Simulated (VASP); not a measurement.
# Ni3Ge (Pm-3m) in VASP: further runs

The runs below take Ni3Ge through single point, with LDA.

All numbers are computed with VASP 6.6.1; they aren't measurements. Logs are shortened: lines on timing, memory, paths and dates and some standing lists are left out, and cuts for length are marked.

## (1) The cell of the first run

It takes space group Pm-3m (No. 221, cubic). The conventional cell has a = 3.687 Å, b = 3.687 Å, c = 3.687 Å, α = 90.00°, β = 90.00°, γ = 90.00°. Ni (site symmetry 4/mmm) has 8 Ni at 2.61 Å and 4 Ge at 2.61 Å within 3.4 Å. Within 3.4 Å of Ge (site symmetry m-3m) lie 12 Ni at 2.61 Å.

## (2) Single point, LDA, collinear spin, ferromagnetic start (12.53 Å³/atom)

Input file INCAR:

```
SYSTEM = Ni3Ge
PREC = Accurate ; ENCUT = 520
EDIFF = 1E-7 ; ISMEAR = 0
SIGMA = 0.15 ; LREAL = .False.
LASPH = .True. ; NELM = 150
ALGO = Fast ; ISIF = 2
LWAVE = .False. ; LCHARG = .True.
ISPIN = 2 ; MAGMOM = 1 1 1 0
LORBIT = 11 ; NUPDOWN = 3.0
LMAXMIX = 4 ; GGA = CA
LELF = .True. ; LVHAR = .True.
NBANDS = 34
```

Input file KPOINTS:

```
Automatic mesh
0
Gamma
  12 12 12
  0 0 0
```

Input file POSCAR:

```
Ni3Ge
1.0
    3.6865839916      0.0000000000      0.0000000000
    0.0000000000      3.6865839916      0.0000000000
    0.0000000000      0.0000000000      3.6865839916
Ni Ge
3 1
Direct
    0.5000000000      0.0000000000      0.5000000000
    0.0000000000      0.5000000000      0.5000000000
    0.5000000000      0.5000000000      0.0000000000
    0.0000000000      0.0000000000      0.0000000000
```

Potentials or basis: VASP PAW LDA potentials, release 64 (Ni, Ge_d).

The run is started by

```bash
$ cat potpaw_LDA.64/Ni/POTCAR potpaw_LDA.64/Ge_d/POTCAR > POTCAR
$ mpirun -np 1 vasp_std > vasp.out
```

OUTCAR:

```text
SYSTEM = Ni3Ge
   PREC = Accurate
   ENCUT = 520
   EDIFF = 1E-7
   ISMEAR = 0
   LREAL = .False.
   LASPH = .True.
   NELM = 150
   ISIF = 2
   ISPIN = 2
   LORBIT = 11
   NUPDOWN = 3.0
   GGA = CA

 ion  position               nearest neighbor table
   1  0.500  0.000  0.500-   2 2.61   3 2.61   4 2.61   3 2.61   4 2.61   2 2.61   3 2.61   3 2.61
                             2 2.61   4 2.61   4 2.61   2 2.61
   2  0.000  0.500  0.500-   1 2.61   3 2.61   4 2.61   3 2.61   4 2.61   1 2.61   4 2.61   4 2.61
                             1 2.61   3 2.61   3 2.61   1 2.61
   3  0.500  0.500  0.000-   1 2.61   2 2.61   4 2.61   1 2.61   2 2.61   1 2.61   4 2.61   1 2.61
                             2 2.61   4 2.61   2 2.61   4 2.61
   4  0.000  0.000  0.000-   1 2.61   2 2.61   3 2.61   1 2.61   2 2.61   2 2.61   3 2.61   2 2.61
                             1 2.61   3 2.61   1 2.61   3 2.61

  LATTYP: Found a simple cubic cell.
 ALAT       =     3.6865839916

  Lattice vectors:

 A1 = (   3.6865839916,   0.0000000000,   0.0000000000)
 A2 = (   0.0000000000,   3.6865839916,   0.0000000000)
 A3 = (   0.0000000000,   0.0000000000,   3.6865839916)

Analysis of symmetry for initial positions (statically):
=====================================================================
 Subroutine PRICEL returns:
 Original cell was already a primitive cell.

 Routine SETGRP: Setting up the symmetry group for a
 simple cubic supercell.

 Subroutine GETGRP returns: Found 48 space group operations
 (whereof 48 operations were pure point group operations)
 out of a pool of 48 trial point group operations.

The static configuration has the point symmetry O_h .

Analysis of symmetry for dynamics (positions and initial velocities):
=====================================================================
 Subroutine PRICEL returns:
 Original cell was already a primitive cell.

 Routine SETGRP: Setting up the symmetry group for a
 simple cubic supercell.

 Subroutine GETGRP returns: Found 48 space group operations
 (whereof 48 operations were pure point group operations)
 out of a pool of 48 trial point group operations.

The dynamic configuration has the point symmetry O_h .

Analysis of structural, dynamic, and magnetic symmetry:
=====================================================================
 Subroutine PRICEL returns:
 Original cell was already a primitive cell.

 Routine SETGRP: Setting up the symmetry group for a
 simple cubic supercell.

 Subroutine GETGRP returns: Found 48 space group operations
 (whereof 48 operations were pure point group operations)
 out of a pool of 48 trial point group operations.

The overall configuration has the point symmetry O_h .

 Subroutine INISYM returns: Found 48 space group operations
 (whereof 48 operations are pure point group operations),
 and found     1 'primitive' translations

----------------------------------------------------------------------------------------

                                     Primitive cell

  volume of cell :      50.1040

  direct lattice vectors                    reciprocal lattice vectors
     3.686583992  0.000000000  0.000000000     0.271253823  0.000000000  0.000000000
     0.000000000  3.686583992  0.000000000     0.000000000  0.271253823  0.000000000
     0.000000000  0.000000000  3.686583992     0.000000000  0.000000000  0.271253823

  length of vectors
     3.686583992  3.686583992  3.686583992     0.271253823  0.271253823  0.271253823

  position of ions in fractional coordinates (direct lattice)
     0.500000000  0.000000000  0.500000000
     0.000000000  0.500000000  0.500000000
     0.500000000  0.500000000  0.000000000
     0.000000000  0.000000000  0.000000000

  ion indices of the primitive-cell ions
   primitive index   ion index
                 1           1
                 2           2
                 3           3
                 4           4

----------------------------------------------------------------------------------------

 KPOINTS: Automatic mesh

Automatic generation of k-mesh.
 Grid dimensions read from file:
 generate k-points for:   12   12   12

 Generating k-lattice:

  Cartesian coordinates                     Fractional coordinates (reciprocal lattice)
     0.022604485  0.000000000  0.000000000     0.083333333  0.000000000  0.000000000
     0.000000000  0.022604485  0.000000000     0.000000000  0.083333333  0.000000000
     0.000000000  0.000000000  0.022604485     0.000000000  0.000000000  0.083333333

  Length of vectors
     0.022604485  0.022604485  0.022604485

  Shift w.r.t. Gamma in fractional coordinates (k-lattice)
     0.000000000  0.000000000  0.000000000

 Subroutine IBZKPT returns following result:
 ===========================================

 Found     84 irreducible k-points:

 Following reciprocal coordinates:
            Coordinates               Weight
  0.000000  0.000000  0.000000      1.000000
  0.083333  0.000000  0.000000      6.000000
  0.166667  0.000000  0.000000      6.000000
  0.250000  0.000000  0.000000      6.000000
  0.333333  0.000000  0.000000      6.000000
  0.416667  0.000000  0.000000      6.000000
[... 16 lines left out ...]
  0.333333  0.333333  0.000000     12.000000
  0.416667  0.333333  0.000000     24.000000
 [... further k-points ...]
   k-points           NKPTS =     84   k-points in BZ     NKDIM =     84   number of bands    NBANDS=     34
   number of dos      NEDOS =    301   number of ions     NIONS =      4
   total plane-waves  NPLWV =  21952
   dimension x,y,z NGX =    28 NGY =   28 NGZ =   28
   dimension x,y,z NGXF=    56 NGYF=   56 NGZF=   56
   ions per type =               3   1
   NGX,Y,Z   is equivalent  to a cutoff of  12.63, 12.63, 12.63 a.u.
   NGXF,Y,Z  is equivalent  to a cutoff of  25.25, 25.25, 25.25 a.u.
 SYSTEM =  Ni3Ge
   PREC   = accura    normal or accurate (medium, high low for compatibility)
   ISTART =      0    job   : 0-new  1-cont  2-samecut
   ICHARG =      2    charge: 1-file 2-atom 10-const
   ISPIN  =      2    spin polarized calculation?
   LNONCOLLINEAR =      F non collinear calculations
   LSORBIT =      F    spin-orbit coupling
   LASPH  =      T    aspherical Exc in radial PAW
   ENCUT  =  520.0 eV  38.22 Ry    6.18 a.u.   6.85  6.85  6.85*2*pi/ulx,y,z
   NELM   =    150;   NELMIN=  2; NELMDL= -5     # of ELM steps
   EDIFF  = 0.1E-06   stopping-criterion for ELM
   LREAL  =      F    real-space projection
   EDIFFG = 0.1E-05   stopping-criterion for IOM
   NSW    =      0    number of steps for IOM
   IBRION =     -1    ionic relax: 0-MD 1-quasi-New 2-CG
   NFREE  =      0    steps in history (QN), initial steepest desc. (CG)
   ISIF   =      2    stress and relaxation
   ISYM   =      2    0-nonsym 1-usesym 2-fastsym
   POTIM  = 0.5000    time-step for ionic-motion
   TEBEG  =    0.0;   TEEND  =   0.0 temperature during run
   PSTRESS=    0.0 pullay stress
   NELECT =      44.0000    total number of electrons
   NUPDOWN=       3.0000    fix difference up-down
   EMIN   =  10.00;   EMAX   =-10.00  energy-range for DOS
   EFERMI =   0.00;   METHOD = LEGACY
   ISMEAR =     0;   SIGMA  =   0.15  broadening in eV -4-tet -1-fermi 0-gaus
   EFERMI_NEDOS =   21; number of points for ismear=-14 and -15
   IALGO  =     68    algorithm
   IMIX   =      4    mixing-type and parameters
     AMIX     =   0.40;   BMIX     =  1.00
     AMIX_MAG =   1.60;   BMIX_MAG =  1.00
  volume/ion in A,a.u.               =      12.53        84.53
  Fermi-wavevector in a.u.,A,eV,Ry     =   1.567719  2.962560 33.439627  2.457743
  Thomas-Fermi vector in A             =   2.669857
   LORBIT       =     11    0 simple, 1 ext, 2 COOP (PROOUT), +10 PAW based schemes
   GGA     = CA    functional components
   LHFCALC =     F    Hartree Fock is set to
   AEXX    =    0.0000 exact exchange contribution
   IVDW    =     0    specifies the selected vdW correction
   LEPSILON=     F    determine dielectric tensor
   LRPA    =     F    only Hartree local field effects (RPA)
 spin polarized calculation
 RMM-DIIS sequential band-by-band and
 Gauss-broadening in eV      SIGMA  =   0.15
  energy-cutoff  :      520.00
  volume of cell :       50.10
 maximum number of plane-waves:      1376
 NGX is ok and might be reduce to    28
   NGX = 13   NGY = 13   NGZ = 13

 number of electron      43.9999975 magnetization       2.9999996

 Free energy of the ion-electron system (eV)
  ---------------------------------------------------
  ext. energy  EPLUGINS =         0.00000000
  ---------------------------------------------------
  free energy    TOTEN  =       -24.65348432 eV

  energy without entropy =      -24.59271797  energy(sigma->0) =      -24.62310114

 E-fermi :   7.8316     XC(G=0): -13.0748

 val. band max:        9.3442042174   @ k =   0.2500   0.1667   0.0833
 cond. band min:       7.8331907746   @ k =   0.3333   0.3333   0.1667
 fundamental gap:     -1.5110134429
 Fermi energy:         9.3584271538

 spin component 1

 k-point     1 :       0.0000    0.0000    0.0000
  band No.  band energies     occupation
      1     -15.9996      1.00000
      2     -15.9996      1.00000
      3     -15.9924      1.00000
      4     -15.9924      1.00000
      5     -15.9924      1.00000
      6      -3.2132      1.00000
[... 877 lines left out ...]
     33      20.7173      0.00000
     34      22.0561      0.00000

 [... further k-points ...]

 spin component 2

 k-point     1 :       0.0000    0.0000    0.0000
  band No.  band energies     occupation
      1     -15.9612      1.00000
      2     -15.9612      1.00000
      3     -15.9535      1.00000
      4     -15.9535      1.00000
      5     -15.9535      1.00000
      6      -3.0212      1.00000
[... 877 lines left out ...]
     33      20.9894      0.00000
     34      22.3142      0.00000

 [... further k-points ...]
[... 5 lines left out ...]
  --------------------------------------------------------------------------------------
  -------------------------------------------------------------------------------------
  Total       -6.1095874     -6.1095874     -6.1095874      0.0000000     -0.0000000      0.0000000
  in kB     -195.3664877   -195.3664877   -195.3664877      0.0000000     -0.0000000      0.0000000
  external PRESSURE =    -195.3664877 kB  Pullay stress =       0.0000000 kB

 VOLUME and BASIS-vectors are now :
 -----------------------------------------------------------------------------
  energy-cutoff  :      520.00
  volume of cell :       50.10
      direct lattice vectors                 reciprocal lattice vectors
     3.686583992  0.000000000  0.000000000     0.271253823  0.000000000  0.000000000
     0.000000000  3.686583992  0.000000000     0.000000000  0.271253823  0.000000000
     0.000000000  0.000000000  3.686583992     0.000000000  0.000000000  0.271253823

 POSITION                                       TOTAL-FORCE (eV/Angst)
 -----------------------------------------------------------------------------------
      1.84329      0.00000      1.84329         0.000000      0.000000      0.000000
      0.00000      1.84329      1.84329         0.000000      0.000000      0.000000
      1.84329      1.84329      0.00000         0.000000      0.000000      0.000000
      0.00000      0.00000      0.00000         0.000000      0.000000      0.000000
 -----------------------------------------------------------------------------------
    total drift:                                0.000000      0.000000      0.000000

  FREE ENERGIE OF THE ION-ELECTRON SYSTEM (eV)
  ---------------------------------------------------
  free  energy   TOTEN  =       -24.6534843158 eV

  energy  without entropy=      -24.5927179697  energy(sigma->0) =      -24.62310114

 total charge

# of ion       s       p       d       tot
------------------------------------------
    1        0.440   0.446   8.315   9.201
    2        0.440   0.446   8.315   9.201
    3        0.440   0.446   8.315   9.201
    4        1.106   1.176  10.081  12.363
--------------------------------------------------
tot          2.425   2.515  35.027  39.967

 magnetization (x)

# of ion       s       p       d       tot
------------------------------------------
    1        0.014   0.034   0.854   0.902
    2        0.014   0.034   0.854   0.902
    3        0.014   0.034   0.854   0.902
    4        0.040   0.115   0.003   0.158
--------------------------------------------------
tot          0.083   0.216   2.564   2.863
```

Wall time 5.7 min (1 thread of Oxide Virtual Turin-like, shared host); peak memory 0.26 GiB.

What came out:

```
Free energy                                           : -24.6535 eV
Pressure                                              : -19.5 GPa
Net moment                                            : 3.00 μB per cell
Site moments                                          : Ni +0.90; Ge +0.16 μB
Valence electrons inside the program's atomic spheres : Ni 9.20; Ge 12.36
```

Caveat: the cell stands under tension; the total moment is fixed, so each spin has its own Fermi level and the state may be an excited one.

[end of part 1 of 2]
